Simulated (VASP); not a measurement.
# NaCl (Fm-3m) in VASP: settings compared, part 3 of 3

VASP 6.6.1. Earlier steps stand in the parts before.

### 5 Relaxation of cell and atoms, HSE06 (22.47 Å³/atom)

This run uses another cell than the first one, of 22.47 Å³/atom.

POSCAR reads:

```
NaCl
1.0
    0.0000000000      2.8217290092      2.8217290092
    2.8217290092      0.0000000000      2.8217290092
    2.8217290092      2.8217290092      0.0000000000
Cl Na
1 1
Direct
    0.5000000000      0.5000000000      0.5000000000
    0.0000000000      0.0000000000      0.0000000000
```

INCAR.step1 reads:

```
  ALGO = Normal
  EDIFF = 1E-5
  EFERMI = MIDGAP
  ENCUT = 590
  GGA = PE
  GGA_COMPAT = F
  ISIF = 2
  ISMEAR = 0
  KPAR = 2
  LASPH = T
  LCHARG = F
  LREAL = F
  LWAVE = T
  NELM = 120
  PREC = Accurate
  SIGMA = 0.03
```

INCAR.step2 reads:

```
  ALGO = Normal
  EDIFF = 1E-7
  EDIFFG = -0.002
  EFERMI = MIDGAP
  ENCUT = 590
  GGA = PE
  GGA_COMPAT = F
  HFSCREEN = 0.2
  IBRION = 2
  ISIF = 3
  ISMEAR = 0
  KPAR = 2
  LASPH = T
  LCHARG = F
  LHFCALC = T
  LREAL = F
  LWAVE = T
  NELM = 120
  NELMIN = 4
  NSW = 80
  PREC = Accurate
  PRECFOCK = Accurate
  SIGMA = 0.03
```

INCAR.step4 reads:

```
  ALGO = Normal
  EDIFF = 1E-7
  EFERMI = MIDGAP
  ENCUT = 590
  GGA = PE
  GGA_COMPAT = F
  HFSCREEN = 0.2
  ISIF = 2
  ISMEAR = 0
  KPAR = 2
  LASPH = T
  LCHARG = F
  LHFCALC = T
  LREAL = F
  LWAVE = F
  NELM = 120
  PREC = Accurate
  PRECFOCK = Accurate
  SIGMA = 0.03
```

KPOINTS reads:

```
Automatic mesh
0
Gamma
  6 6 6
  0 0 0
```

Run with:

```console
$ cat potpaw_PBE.64/Cl/POTCAR potpaw_PBE.64/Na_pv/POTCAR > POTCAR
$ cp INCAR.step1 INCAR
$ cp POSCAR.step1 POSCAR
$ mpirun -np 2 vasp_std > vasp.out
$ cp INCAR.step2 INCAR
$ mpirun -np 2 vasp_std > vasp.out
$ cp CONTCAR POSCAR
$ mpirun -np 2 vasp_std > vasp.out
$ cp CONTCAR POSCAR
$ cp INCAR.step4 INCAR
$ mpirun -np 2 vasp_std > vasp.out
```

Wall time 85 min (2 MPI ranks of Intel Xeon Platinum 8488C (Sapphire Rapids), shared host); peak memory 0.28 GiB.

Results (log left out):

```
Free energy                           : -7.8953 eV
Relaxed volume                        : 22.60 Å³/atom
Relaxed cell                          : a = 3.999 Å, b = 3.999 Å, c = 3.999 Å, α = 60.00°, β = 60.00°, γ = 60.00°
Space group after relaxing (to 0.1 Å) : Fm-3m (No. 225)
Energy gained by relaxing             : 0.0 meV/atom
Ionic steps                           : 3
Pressure after relaxing               : 0.0 GPa
Band gap on the k mesh                : 6.46 eV
```

Final structure:
```xyz
2
Lattice="0.0000 2.8275 2.8275 2.8275 0.0000 2.8275 2.8275 2.8275 0.0000" Properties=species:S:1:pos:R:3 pbc="T T T"
Cl    2.8275    2.8275    2.8275
Na    0.0000    0.0000    0.0000
```

Levels at points of the mesh, in eV from the valence-band top:
```csv
k point,band 4,band 5,band 6,band 7,band 8,band 9,band 10,band 11
"(0.00, 0.00, 0.00)",-13.83,0.00,0.00,0.00,6.46,12.63,12.63,12.63
"(0.50, 0.00, 0.00)",-13.48,-2.02,-0.28,-0.28,8.63,12.20,12.50,12.50
"(0.50, 0.50, 0.00)",-13.42,-1.76,-0.64,-0.64,8.99,9.44,12.85,16.43
```

Caveat: the PAW data sets were made with another functional, which shifts forces and pressure a little.

### 6 Single point, r2SCAN

This run uses another cell than the first one, of 20.50 Å³/atom.

POSCAR reads:

```
NaCl
1.0
    0.0000000000      2.7370255149      2.7370255149
    2.7370255149      0.0000000000      2.7370255149
    2.7370255149      2.7370255149      0.0000000000
Cl Na
1 1
Direct
    0.5000000000      0.5000000000      0.5000000000
    0.0000000000      0.0000000000      0.0000000000
```

INCAR.step1 reads:

```
SYSTEM = NaCl
PREC = Accurate
ENCUT = 1250
ISMEAR = -1
SIGMA = 0.05
LREAL = .FALSE.
LASPH = .TRUE.
NELM = 120
NBANDS = 15
GGA = PE
ALGO = Normal
EDIFF = 1E-5
LWAVE = .TRUE.
LCHARG = .FALSE.
GGA_COMPAT = .FALSE.
```

INCAR.step2 reads:

```
SYSTEM = NaCl
PREC = Accurate
ENCUT = 1250
EDIFF = 1E-6
ISMEAR = -1
SIGMA = 0.05
LREAL = .FALSE.
LASPH = .TRUE.
NELM = 120
ALGO = Normal
ISIF = 2
LWAVE = .FALSE.
LCHARG = .TRUE.
METAGGA = R2SCAN
LMIXTAU = .TRUE.
LELF = .TRUE.
LVHAR = .TRUE.
NBANDS = 15
ISTART = 1
GGA_COMPAT = .FALSE.
```

KPOINTS reads:

```
Automatic mesh
0
G
  8 8 8
  0 0 0
```

Potentials or basis: VASP PAW PBE potentials, release 64 (Cl, Na_sv).

Run with:

```console
$ cat potpaw_PBE.64/Cl/POTCAR potpaw_PBE.64/Na_sv/POTCAR > POTCAR
$ cp INCAR.step1 INCAR
$ mpirun -np 1 vasp_std > vasp.out
$ cp INCAR.step2 INCAR
$ mpirun -np 1 vasp_std > vasp.out
```

OUTCAR:

```text
SYSTEM = NaCl
   PREC = Accurate
   ENCUT = 1250
   EDIFF = 1E-6
   ISMEAR = -1
   LREAL = .FALSE.
   LASPH = .TRUE.
   NELM = 120
   ISIF = 2
   METAGGA = R2SCAN
   ISTART = 1

 ion  position               nearest neighbor table
   1  0.500  0.500  0.500-
   2  0.000  0.000  0.000-

  LATTYP: Found a face centered cubic cell.
 ALAT       =     5.4740510298

  Lattice vectors:

 A1 = (   0.0000000000,   2.7370255149,   2.7370255149)
 A2 = (   2.7370255149,   0.0000000000,   2.7370255149)
 A3 = (   2.7370255149,   2.7370255149,   0.0000000000)

Analysis of symmetry for initial positions (statically):
=====================================================================
 Subroutine PRICEL returns:
 Original cell was already a primitive cell.

 Routine SETGRP: Setting up the symmetry group for a
 face centered cubic supercell.

 Subroutine GETGRP returns: Found 48 space group operations
 (whereof 48 operations were pure point group operations)
 out of a pool of 48 trial point group operations.

The static configuration has the point symmetry O_h .

Analysis of symmetry for dynamics (positions and initial velocities):
=====================================================================
 Subroutine PRICEL returns:
 Original cell was already a primitive cell.

 Routine SETGRP: Setting up the symmetry group for a
 face centered cubic supercell.

 Subroutine GETGRP returns: Found 48 space group operations
 (whereof 48 operations were pure point group operations)
 out of a pool of 48 trial point group operations.

The dynamic configuration has the point symmetry O_h .

 Subroutine INISYM returns: Found 48 space group operations
 (whereof 48 operations are pure point group operations),
 and found     1 'primitive' translations

----------------------------------------------------------------------------------------

                                     Primitive cell

  volume of cell :      41.0078
[... 112 lines left out ...]
  Thomas-Fermi vector in A             =   2.332206
   LORBIT       =      0    0 simple, 1 ext, 2 COOP (PROOUT), +10 PAW based schemes
   METAGGA = R2SCAN    functional components
   LHFCALC =     F    Hartree Fock is set to
   AEXX    =    0.0000 exact exchange contribution
   IVDW    =     0    specifies the selected vdW correction
   LEPSILON=     F    determine dielectric tensor
   LRPA    =     F    only Hartree local field effects (RPA)
 non-spin polarized calculation
  energy-cutoff  :     1250.00
  volume of cell :       41.01
 maximum number of plane-waves:      4140
 NGX is ok and might be reduce to    48
   NGX = 23   NGY = 23   NGZ = 23

 number of electron      16.0000001 magnetization

 Free energy of the ion-electron system (eV)
  ---------------------------------------------------
  ext. energy  EPLUGINS =         0.00000000
  ---------------------------------------------------
  free energy    TOTEN  =       -13.75029561 eV

  energy without entropy =      -13.75029561  energy(sigma->0) =      -13.75029561

 E-fermi :   0.7447     XC(G=0):  -8.9289

 val. band max:       -0.3739872541   @ k =   0.0000   0.0000   0.0000
 cond. band min:       5.9198733160   @ k =   0.0000   0.0000   0.0000
 fundamental gap:      6.2938605701
 Fermi energy:         0.7446866412

 k-point     1 :       0.0000    0.0000    0.0000
  band No.  band energies     occupation
      1     -51.2964      2.00000
      2     -21.7157      2.00000
      3     -21.7157      2.00000
      4     -21.7157      2.00000
      5     -13.8180      2.00000
      6      -0.3740      2.00000
      7      -0.3740      2.00000
      8      -0.3740      2.00000
      9       5.9199      0.00000
     10      11.5381      0.00000
     11      11.5381      0.00000
     12      11.5381      0.00000
     13      13.9585      0.00000
     14      13.9585      0.00000
[... 401 lines left out ...]
      2     -21.7503      2.00000
      3     -21.7268      2.00000
      4     -21.7215      2.00000
      5     -13.3358      2.00000
      6      -2.2831      2.00000
      7      -1.2775      2.00000
      8      -0.8693      2.00000
      9       8.8835      0.00000
     10      10.3733      0.00000
     11      11.1240      0.00000
     12      12.5330      0.00000
     13      15.3557      0.00000
     14      16.8901      0.00000
     15      17.7503      0.00000

 [... further k-points ...]
[... 5 lines left out ...]
  --------------------------------------------------------------------------------------
  -------------------------------------------------------------------------------------
  Total        0.5866325      0.5866325      0.5866325     -0.0000000      0.0000000     -0.0000000
  in kB       22.9197658     22.9197658     22.9197658     -0.0000000      0.0000000     -0.0000000
  external PRESSURE =      22.9197658 kB  Pullay stress =       0.0000000 kB

 VOLUME and BASIS-vectors are now :
 -----------------------------------------------------------------------------
  energy-cutoff  :     1250.00
  volume of cell :       41.01
      direct lattice vectors                 reciprocal lattice vectors
     0.000000000  2.737025515  2.737025515    -0.182680065  0.182680065  0.182680065
     2.737025515  0.000000000  2.737025515     0.182680065 -0.182680065  0.182680065
     2.737025515  2.737025515  0.000000000     0.182680065  0.182680065 -0.182680065

 POSITION                                       TOTAL-FORCE (eV/Angst)
 -----------------------------------------------------------------------------------
      2.73703      2.73703      2.73703         0.000000     -0.000000     -0.000000
      0.00000      0.00000      0.00000        -0.000000      0.000000      0.000000
 -----------------------------------------------------------------------------------
    total drift:                               -0.000000     -0.000000     -0.000000

  FREE ENERGIE OF THE ION-ELECTRON SYSTEM (eV)
  ---------------------------------------------------
  free  energy   TOTEN  =       -13.7502956067 eV

  energy  without entropy=      -13.7502956067  energy(sigma->0) =      -13.75029561
```

OUTCAR.step1:

```text
SYSTEM = NaCl
   PREC = Accurate
   ENCUT = 1250
   ISMEAR = -1
   LREAL = .FALSE.
   LASPH = .TRUE.
[... 653 lines left out ...]
      2.73703      2.73703      2.73703         0.000000      0.000000      0.000000
      0.00000      0.00000      0.00000        -0.000000      0.000000     -0.000000
 -----------------------------------------------------------------------------------
    total drift:                               -0.000000     -0.000000     -0.000000

  FREE ENERGIE OF THE ION-ELECTRON SYSTEM (eV)
  ---------------------------------------------------
  free  energy   TOTEN  =        -6.7238923349 eV

  energy  without entropy=       -6.7238923349  energy(sigma->0) =       -6.72389233
```

Run time: 5.5 min. Hardware: 1 thread of AMD EPYC 7R43 (Zen 3), shared host; peak memory 0.33 GiB.

What came out:

```yaml
Free_energy: -13.7503 eV
Pressure: 2.3 GPa
Band_gap_on_the_k_mesh: 6.29 eV
```

Caveat: the PAW data sets were made with another functional, which shifts forces and pressure a little.

### 7 Summary

| task | level | potentials or basis | cell | k mesh | cutoff (eV) | smearing | dipole correction | grid for exact exchange (PRECFOCK) | share of exact exchange | screening parameter | tolerance level | gap on the mesh (eV) | pressure (GPa) |
| --- | --- | --- | --- | --- | --- | --- | --- | --- | --- | --- | --- | --- | --- |
| single point | PBEsol-based screened hybrid with 25 % exact exchange | VASP PAW PBE potentials, release 64 (Cl, Na_pv) | a = 3.951 Å, angles 60.0°, 2 atoms | 4 × 4 × 4 | 520 | fermi-dirac 0.05 eV | no | Normal | 0.25 | 0.207 1/Å | - | 6.43 | 0.0 |
| single point | PBEsol-based screened hybrid with 25 % exact exchange | VASP PAW PBE potentials, release 64 (Cl, Na_pv) | a = 3.950 Å, angles 60.0°, 2 atoms | 4 × 4 × 4 | 520 | fermi-dirac 0.05 eV | no | Normal | 0.25 | 0.207 1/Å | - | 6.44 | 0.0 |
| relaxation of cell and atoms | PBEsol-based screened hybrid with 25 % exact exchange | VASP PAW PBE potentials, release 64 (Cl, Na_pv) | relaxed from a = 3.951 Å, angles 60.0°, 2 atoms | 4 × 4 × 4 | 600 | fermi-dirac 0.05 eV | no | Normal | 0.25 | 0.207 1/Å | - | 6.43 | 0.0 |
| relaxation of cell and atoms | HSE06 | VASP PAW PBE potentials, release 64 (Cl, Na_pv) | relaxed from a = 3.991 Å, angles 60.0°, 2 atoms | 6 × 6 × 6 | 590 | gaussian 0.03 eV | - | Accurate | 0.25 | 0.2 1/Å | standard | 6.46 | 0.0 |
| single point | r2SCAN | VASP PAW PBE potentials, release 64 (Cl, Na_sv) | a = 3.871 Å, angles 60.0°, 2 atoms | 8 × 8 × 8 | 1250 | fermi-dirac 0.05 eV | no | - | - | - | - | 6.29 | 2.3 |

Alike in all rows: no spin polarisation.

Caveats: some runs use coarse meshes; the PAW data sets were made with another functional, which shifts forces and pressure a little; the relaxation stopped at its first step, so nothing moved (at least some runs).

Total energies depend on the potentials used, so only differences within one code and one set of settings carry meaning.
